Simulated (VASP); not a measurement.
# BN (Fmm2) in VASP: further runs

BN is run at these levels: LDA; tasks: single point.

Everything below comes from runs of VASP 6.6.1. Logs are shortened: lines on timing, memory, paths and dates and some standing lists are left out, and cuts for length are marked.

### 1 The cell of the first run

The structure is orthorhombic, space group Fmm2 (No. 42). Conventional cell: a = 2.503 Å, b = 6.991 Å, c = 4.332 Å, α = 90.00°, β = 90.00°, γ = 90.00°. Within 1.9 Å of B (site symmetry mm2) lie 3 N at 1.44 Å. Within 1.9 Å of N (site symmetry mm2) lie 3 B at 1.44 Å.

### 2 Single point, LDA

File INCAR:

```
PREC = Accurate
ENCUT = 520
EDIFF = 1E-6
ISMEAR = 0
SIGMA = 0.01
LREAL = False
LASPH = True
NELM = 80
ALGO = Normal
ISIF = 2
LWAVE = False
LCHARG = True
LELF = True
LVHAR = True
NBANDS = 11
```

File KPOINTS:

```
Automatic mesh
0
Gamma
  10 10 10
```

File POSCAR:

```
BN
1.0
    0.0000000000      3.4953160000      2.1660910000
    1.2516320000      0.0000000000      2.1660910000
    1.2516320000      3.4953160000      0.0000000000
B N
1 1
Direct
    0.0000490000      0.0000490000      0.9999510000
    0.6666666667      0.6666666667      0.3333333333
```

Potentials or basis: VASP PAW LDA potentials, release 64 (B, N).

The run is started by

```sh
> cat potpaw_LDA.64/B/POTCAR potpaw_LDA.64/N/POTCAR > POTCAR
> mpirun -np 1 vasp_std > vasp.out
```

OUTCAR:

```text
PREC = Accurate
   ENCUT = 520
   EDIFF = 1E-6
   ISMEAR = 0
   LREAL = False
   LASPH = True
   NELM = 80
   ISIF = 2

 ion  position               nearest neighbor table
   1  0.000  0.000  1.000-   2 1.44   2 1.44   2 1.44
   2  0.667  0.667  0.333-   1 1.44   1 1.44   1 1.44

  LATTYP: Found a face centered orthorhombic cell.
 ALAT       =     2.5032640000
 B/A-ratio  =     1.7306133113
 C/A-ratio  =     2.7926067726

  Lattice vectors:

 A1 = (   0.0000000000,   3.4953160000,   2.1660910000)
 A2 = (  -1.2516320000,   3.4953160000,   0.0000000000)
 A3 = (  -1.2516320000,   0.0000000000,   2.1660910000)

Analysis of symmetry for initial positions (statically):
=====================================================================
 Subroutine PRICEL returns:
 Original cell was already a primitive cell.

 Routine SETGRP: Setting up the symmetry group for a
 face centered orthorhombic supercell.

 Subroutine GETGRP returns: Found  4 space group operations
 (whereof  4 operations were pure point group operations)
 out of a pool of  8 trial point group operations.

The static configuration has the point symmetry C_2v.

Analysis of symmetry for dynamics (positions and initial velocities):
=====================================================================
 Subroutine PRICEL returns:
 Original cell was already a primitive cell.

 Routine SETGRP: Setting up the symmetry group for a
 face centered orthorhombic supercell.

 Subroutine GETGRP returns: Found  4 space group operations
 (whereof  4 operations were pure point group operations)
 out of a pool of  8 trial point group operations.

The dynamic configuration has the point symmetry C_2v.

 Subroutine INISYM returns: Found  4 space group operations
 (whereof  4 operations are pure point group operations),
 and found     1 'primitive' translations

----------------------------------------------------------------------------------------

                                     Primitive cell

  volume of cell :      18.9526

  direct lattice vectors                    reciprocal lattice vectors
     0.000000000  3.495316000  2.166091000    -0.399478441  0.143048583  0.230830561
     1.251632000  0.000000000  2.166091000     0.399478441 -0.143048583  0.230830561
     1.251632000  3.495316000  0.000000000     0.399478441  0.143048583 -0.230830561

  length of vectors
     4.112077840  2.501705995  3.712656273     0.483041064  0.483041064  0.483041064

  position of ions in fractional coordinates (direct lattice)
[... 87 lines left out ...]
   POTIM  = 0.5000    time-step for ionic-motion
   TEBEG  =    0.0;   TEEND  =   0.0 temperature during run
   PSTRESS=    0.0 pullay stress
   NELECT =       8.0000    total number of electrons
   NUPDOWN=      -1.0000    fix difference up-down
   EMIN   =  10.00;   EMAX   =-10.00  energy-range for DOS
   EFERMI =   0.00;   METHOD = LEGACY
   ISMEAR =     0;   SIGMA  =   0.01  broadening in eV -4-tet -1-fermi 0-gaus
   EFERMI_NEDOS =   21; number of points for ismear=-14 and -15
   IALGO  =     38    algorithm
   IMIX   =      4    mixing-type and parameters
     AMIX     =   0.40;   BMIX     =  1.00
     AMIX_MAG =   1.60;   BMIX_MAG =  1.00
  volume/ion in A,a.u.               =       9.48        63.95
  Fermi-wavevector in a.u.,A,eV,Ry     =   1.228047  2.320672 20.518930  1.508099
  Thomas-Fermi vector in A             =   2.362987
   LORBIT       =      0    0 simple, 1 ext, 2 COOP (PROOUT), +10 PAW based schemes
   GGA     = CA    functional components
   LHFCALC =     F    Hartree Fock is set to
   AEXX    =    0.0000 exact exchange contribution
   IVDW    =     0    specifies the selected vdW correction
   LEPSILON=     F    determine dielectric tensor
   LRPA    =     F    only Hartree local field effects (RPA)
 non-spin polarized calculation
 Gauss-broadening in eV      SIGMA  =   0.01
  energy-cutoff  :      520.00
  volume of cell :       18.95
 maximum number of plane-waves:       527
   NGX = 15   NGY =  9   NGZ = 13

 number of electron       8.0000000 magnetization

 Free energy of the ion-electron system (eV)
  ---------------------------------------------------
  ext. energy  EPLUGINS =         0.00000000
  ---------------------------------------------------
  free energy    TOTEN  =       -19.27930088 eV

  energy without entropy =      -19.27930088  energy(sigma->0) =      -19.27930088

 E-fermi :   1.8483     XC(G=0): -10.2061

 val. band max:        1.7948110875   @ k =   0.4000  -0.4000   0.1000
 cond. band min:       5.4872199463   @ k =   0.0000   0.5000   0.5000
 fundamental gap:      3.6924088588
 Fermi energy:         1.8483175880

 k-point     1 :       0.0000    0.0000    0.0000
  band No.  band energies     occupation
      1     -15.8134      2.00000
      2      -2.6676      2.00000
      3       0.4098      2.00000
      4       0.4186      2.00000
      5       6.3557      0.00000
      6      13.2347      0.00000
      7      13.2940      0.00000
      8      14.6447      0.00000
      9      16.3381      0.00000
     10      27.1620      0.00000
     11      28.1303      0.00000
[... 309 lines left out ...]
 k-point    24 :       0.4000    0.3000   -0.0000
  band No.  band energies     occupation
      1     -13.5349      2.00000
      2      -5.4304      2.00000
      3      -2.4513      2.00000
      4       0.1521      2.00000
      5       9.0743      0.00000
      6      10.1910      0.00000
      7      13.5535      0.00000
      8      17.5140      0.00000
      9      19.7656      0.00000
     10      21.0336      0.00000
     11      24.7434      0.00000

 [... further k-points ...]

------------------------ aborting loop because EDIFF is reached ----------------------------------------

  FORCE on cell =-STRESS in cart. coord.  units (eV):
  Direction    XX          YY          ZZ          XY          YZ          ZX
  --------------------------------------------------------------------------------------
  -------------------------------------------------------------------------------------
  Total       -0.6024776     -0.1501642     -0.5954368      0.0000000      0.0000000      0.0000000
  in kB      -50.9309388    -12.6942546    -50.3357377      0.0000000      0.0000000      0.0000000
  external PRESSURE =     -37.9869770 kB  Pullay stress =       0.0000000 kB

 VOLUME and BASIS-vectors are now :
 -----------------------------------------------------------------------------
  energy-cutoff  :      520.00
  volume of cell :       18.95
      direct lattice vectors                 reciprocal lattice vectors
     0.000000000  3.495316000  2.166091000    -0.399478441  0.143048583  0.230830561
     1.251632000  0.000000000  2.166091000     0.399478441 -0.143048583  0.230830561
     1.251632000  3.495316000  0.000000000     0.399478441  0.143048583 -0.230830561

 POSITION                                       TOTAL-FORCE (eV/Angst)
 -----------------------------------------------------------------------------------
      1.25163      3.49532      0.00021         0.000000      0.000000      0.013237
      1.25163      3.49532      2.88812         0.000000      0.000000     -0.013237
 -----------------------------------------------------------------------------------
    total drift:                                0.000001      0.000002     -0.000027

  FREE ENERGIE OF THE ION-ELECTRON SYSTEM (eV)
  ---------------------------------------------------
  free  energy   TOTEN  =       -19.2793008773 eV

  energy  without entropy=      -19.2793008773  energy(sigma->0) =      -19.27930088
```

OSZICAR:

```text
N       E                     dE             d eps       ncg     rms          rms(c)
DAV:   1     0.120992957111E+02    0.12099E+02   -0.46094E+03  3794   0.680E+02
DAV:   2    -0.205843135642E+02   -0.32684E+02   -0.31534E+02  4443   0.151E+02
DAV:   3    -0.212984744031E+02   -0.71416E+00   -0.71298E+00  4658   0.201E+01
DAV:   4    -0.213004571848E+02   -0.19828E-02   -0.19827E-02  4142   0.127E+00
DAV:   5    -0.213004671093E+02   -0.99245E-05   -0.99245E-05  4622   0.761E-02    0.782E+00
DAV:   6    -0.195373003478E+02    0.17632E+01   -0.58539E+00  4041   0.132E+01    0.347E+00
DAV:   7    -0.193404060234E+02    0.19689E+00   -0.19687E-01  4424   0.315E+00    0.208E+00
DAV:   8    -0.192797130042E+02    0.60693E-01   -0.15085E-01  4350   0.229E+00    0.233E-01
DAV:   9    -0.192792946251E+02    0.41838E-03   -0.26346E-03  4131   0.411E-01    0.134E-01
DAV:  10    -0.192792979370E+02   -0.33119E-05   -0.20822E-04  4384   0.124E-01    0.209E-02
DAV:  11    -0.192793012415E+02   -0.33046E-05   -0.15220E-05  4424   0.251E-02    0.152E-02
DAV:  12    -0.192793008773E+02    0.36420E-06   -0.34533E-06  4167   0.116E-02
   1 F= -.19279301E+02 E0= -.19279301E+02  d E =-.166303E-16
```

stdout:

```text
POSCAR found type information on POSCAR B N
 POSCAR found :  2 types and       2 ions
 scaLAPACK will be used
 LDA part: xc-table for (Slater(with rela. corr.)+CA(PZ))
 , standard interpolation
 POSCAR, INCAR and KPOINTS ok, starting setup
 FFT: planning ... GRIDC
 FFT: planning ... GRID_SOFT
 FFT: planning ... GRID
 WAVECAR not read
 entering main loop
```

It took 16 s on 1 thread of Intel Xeon 6975P-C (Granite Rapids), shared host; peak memory 0.15 GiB.

What came out:

```
Free energy            : -19.2793 eV
Pressure               : -3.8 GPa
Largest force          : 0.013 eV/Å
Band gap on the k mesh : 3.69 eV, indirect (least direct gap 4.61 eV)
```

Forces in eV/Å, atoms in the order of the input:
```
B    0.000  0.000  0.013
N    0.000  0.000 -0.013
```

Stress tensor (GPa, compression positive):
```
-5.09  0.00  0.00
 0.00 -1.27  0.00
 0.00  0.00 -5.03
```

Levels at points of the mesh, in eV from the valence-band top:
```csv
k point,band 1,band 2,band 3,band 4,band 5,band 6,band 7,band 8
"(0.00, 0.00, 0.00)",-17.61,-4.46,-1.39,-1.38,4.56,11.44,11.50,12.85
"(0.50, 0.00, 0.00)",-14.39,-8.90,-4.19,-0.98,4.51,9.84,12.98,15.27
"(0.50, 0.50, 0.00)",-14.43,-9.00,-4.18,-0.47,5.70,9.38,11.85,13.46
"(0.50, 0.00, 0.50)",-17.40,-6.18,-1.40,-1.38,9.31,11.39,11.47,12.02
"(0.00, 0.50, 0.50)",-14.32,-8.80,-4.22,-1.44,3.69,9.93,14.14,18.30
```

A k mesh can miss the band edges. LDA gaps usually lie below the measured ones, often by a third to a half.

### 3 Single point, LDA

This run uses another cell than the first one, of 9.76 Å³/atom, 1.030 times its volume.

File INCAR:

```
SYSTEM = BN
  PREC = Accurate
  ENCUT = 520
  EDIFF = 1E-6
  ISMEAR = 0
  SIGMA = 0.01
  LREAL = .FALSE.
  LASPH = .TRUE.
  NELM = 80
  ALGO = Normal
  ISIF = 2
  LWAVE = .FALSE.
  LCHARG = .TRUE.
  GGA = CA
  LELF = .TRUE.
  LVHAR = .TRUE.
  NBANDS = 11
```

File KPOINTS:

```
Automatic mesh
0
G
  10 10 10
  0 0 0
```

File POSCAR:

```
BN
1.0
    0.0000000000      3.5299253399      2.1875388404
    1.2640252020      0.0000000000      2.1875388404
    1.2640252020      3.5299253399      0.0000000000
B N
1 1
Direct
    0.0000490000      0.0000490000      0.9999510000
    0.6666666667      0.6666666667      0.3333333333
```

Potentials or basis: VASP PAW LDA potentials, release 64 (B, N).

The run is started by

```sh
> cat potpaw_LDA.64/B/POTCAR potpaw_LDA.64/N/POTCAR > POTCAR
> mpirun -np 1 vasp_std > vasp.out
```

Wall time 14 s (1 thread of Intel Xeon 6975P-C (Granite Rapids), shared host); peak memory 0.15 GiB.

The run converged. Its results:

```yaml
Free_energy: -19.2549 eV
Pressure: -10.1 GPa
Largest_force: 0.012 eV/Å
Band_gap_on_the_k_mesh: 3.68 eV, indirect (least direct gap 4.54 eV)
```

Forces on the atoms (eV/Å):
```
B    0.000  0.000  0.012
N    0.000  0.000 -0.012
```

Stress tensor (GPa, compression positive):
```
-14.53   0.00   0.00
  0.00  -1.33   0.00
  0.00   0.00 -14.47
```

Levels at points of the mesh, in eV from the valence-band top:
| k point | band 1 | band 2 | band 3 | band 4 | band 5 | band 6 | band 7 | band 8 |
| --- | --- | --- | --- | --- | --- | --- | --- | --- |
| (0.00, 0.00, 0.00) | -17.42 | -4.34 | -1.41 | -1.41 | 4.53 | 11.20 | 11.26 | 12.50 |
| (0.50, 0.00, 0.00) | -14.29 | -8.78 | -4.14 | -0.95 | 4.46 | 9.54 | 12.79 | 15.05 |
| (0.50, 0.50, 0.00) | -14.34 | -8.87 | -4.13 | -0.46 | 5.60 | 9.12 | 11.70 | 13.27 |
| (0.50, 0.00, 0.50) | -17.23 | -5.99 | -1.43 | -1.41 | 9.13 | 11.15 | 11.22 | 11.52 |
| (0.00, 0.50, 0.50) | -14.24 | -8.69 | -4.17 | -1.39 | 3.68 | 9.62 | 13.91 | 17.87 |

A k mesh can miss the band edges. A hybrid or GW would open this gap; LDA tends to underestimate it.

### 4 Single point, LDA

This run uses another cell than the first one, of 10.04 Å³/atom, 1.060 times its volume.

File INCAR:

```
SYSTEM = BN
PREC = Accurate
ENCUT = 520
EDIFF = 1E-7
ISMEAR = 0
SIGMA = 0.01
LREAL = .False.
LASPH = .True.
NELM = 60
ALGO = Normal
ISIF = 2
LWAVE = .False.
LCHARG = .True.
GGA = CA
LELF = .True.
LVHAR = .True.
NBANDS = 11
```

File KPOINTS:

```
Automatic mesh
0
Gamma
  10 10 10
  0 0 0
```

File POSCAR:

```
BN
1.0
    0.0000000000      3.5638690120      2.2085741581
    1.2761800362      0.0000000000      2.2085741581
    1.2761800362      3.5638690120      0.0000000000
B N
1 1
Direct
    0.0000490000      0.0000490000      0.9999510000
    0.6666666667      0.6666666667      0.3333333333
```

The run is started by

```sh
> cat potpaw_LDA.64/B/POTCAR potpaw_LDA.64/N/POTCAR > POTCAR
> mpirun -np 1 vasp_std > vasp.out
```

Wall time 15 s (1 thread of Intel Xeon 6975P-C (Granite Rapids), shared host); peak memory 0.15 GiB.

Results (log left out):

| Quantity | Value |
| --- | --- |
| Free energy | -19.2095 eV |
| Pressure | -15.6 GPa |
| Largest force | 0.010 eV/Å |
| Band gap on the k mesh | 3.66 eV, indirect (least direct gap 4.47 eV) |

Forces on the atoms (eV/Å):
```
B    0.000  0.000  0.010
N    0.000  0.000 -0.010
```

Stress tensor (GPa, compression positive):
```
-22.77   0.00   0.00
  0.00  -1.37   0.00
  0.00   0.00 -22.69
```

Levels at points of the mesh, in eV from the valence-band top:
| k point | band 1 | band 2 | band 3 | band 4 | band 5 | band 6 | band 7 | band 8 | band 9 |
| --- | --- | --- | --- | --- | --- | --- | --- | --- | --- |
| (0.00, 0.00, 0.00) | -17.25 | -4.23 | -1.44 | -1.43 | 4.49 | 10.97 | 11.02 | 12.17 | 13.47 |
| (0.50, 0.00, 0.00) | -14.21 | -8.67 | -4.09 | -0.91 | 4.41 | 9.25 | 12.61 | 14.83 | 18.76 |
| (0.50, 0.50, 0.00) | -14.25 | -8.75 | -4.09 | -0.45 | 5.50 | 8.87 | 11.56 | 13.10 | 18.58 |
| (0.50, 0.00, 0.50) | -17.06 | -5.82 | -1.45 | -1.43 | 8.97 | 10.93 | 10.95 | 11.08 | 14.74 |
| (0.00, 0.50, 0.50) | -14.15 | -8.58 | -4.12 | -1.34 | 3.66 | 9.33 | 13.70 | 17.45 | 18.37 |

A k mesh can miss the band edges. Expect the measured gap to be larger: semilocal functionals such as LDA lack the derivative discontinuity.

### 5 Summary

| cell | gap on the mesh (eV) | pressure (GPa) | largest force (eV/Å) |
| --- | --- | --- | --- |
| a = 4.112, b = 2.502, c = 3.713 Å, angles 80.3, 36.8, 62.9°, 2 atoms | 3.69 | -3.8 | 0.01 |
| a = 4.153, b = 2.526, c = 3.749 Å, angles 80.3, 36.8, 62.9°, 2 atoms | 3.68 | -10.1 | 0.01 |
| a = 4.193, b = 2.551, c = 3.785 Å, angles 80.3, 36.8, 62.9°, 2 atoms | 3.66 | -15.6 | 0.01 |

Alike in all rows: task single point; level LDA; potentials or basis VASP PAW LDA potentials, release 64 (B, N); no spin polarisation; k mesh 10 × 10 × 10; cutoff (eV) 520; smearing gaussian 0.01 eV.

Absolute energies hang on the potentials; compare differences alone.
